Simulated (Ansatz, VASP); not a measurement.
One calculation of K, two programs

```xyz
2
Lattice="2.4380 -4.0476 0.0000 2.4380 4.0476 0.0000 0.0000 0.0000 7.8118" Properties=species:S:1:pos:R:3 pbc="T T T"
K     2.4380   -2.5954    1.9529
K     2.4380    2.5954    5.8588
```

Alike in both runs: task relaxation of cell and atoms; functional PBEsol; k mesh 10 × 10 × 6; occupations gaussian, width 0.1 eV; no spin polarisation.

```csv
,VASP,Ansatz
version,VASP 6.6.1,Ansatz 0.2.0
potentials or method,"VASP PAW PBE potentials, release 64 (K_sv), cutoff 600 eV","scalar-relativistic, plane waves, PAW"
valence electrons in the cell,18,18
```

Ansatz gave:

- gap on the k mesh at the Fermi level, each at its own relaxed structure (eV): none
- relaxed volume (Å³/atom): 71.17
- relaxed cell length with the largest relative difference (Å): 4.660

Task: Estimate VASP's values.

Result: gap on the k mesh at the Fermi level, each at its own relaxed structure (eV): none; relaxed volume (Å³/atom): 71.21; relaxed cell length with the largest relative difference (Å): 4.627.

VASP's potentials were made for PBE, not for PBEsol. A gap of «none» marks a metal or a gap that the smearing closes.
